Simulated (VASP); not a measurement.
Runs of VASP 6.6.1 on Sr3Be. The structure is that of space group I4/mmm (No. 139), or close to it. The cells are those of the table. 

```tsv
task	cell	k mesh	cutoff (eV)	gap on the mesh (eV)	pressure (GPa)
relaxation of cell and atoms	relaxed from a = 6.026 Å, angles 135.6, 135.6, 64.7°, 4 atoms	6 × 6 × 6	600	none	-0.1
single point	a = 6.026 Å, angles 135.6, 135.6, 64.7°, 4 atoms	6 × 6 × 6	520	none	10.9
single point	a = 6.710 Å, angles 133.3, 133.3, 68.2°, 4 atoms	12 × 12 × 12	520	none	0.0
single point	a = 6.738 Å, angles 133.8, 133.8, 67.4°, 4 atoms	6 × 6 × 6	520	none	(a)
```

Alike in all rows: level PBE; potentials or basis VASP PAW PBE potentials, release 64 (Sr_sv, Be); no spin polarisation; smearing gaussian 0.1 eV.

Q: Fill in the values left out.

A: (a) 0.1.

Caveats: the cell stands under pressure (at least some runs).

A k mesh can miss the band edges, and the runs leave out spin-orbit coupling on Sr.

A gap of «none» marks levels without a gap at the run's occupations.
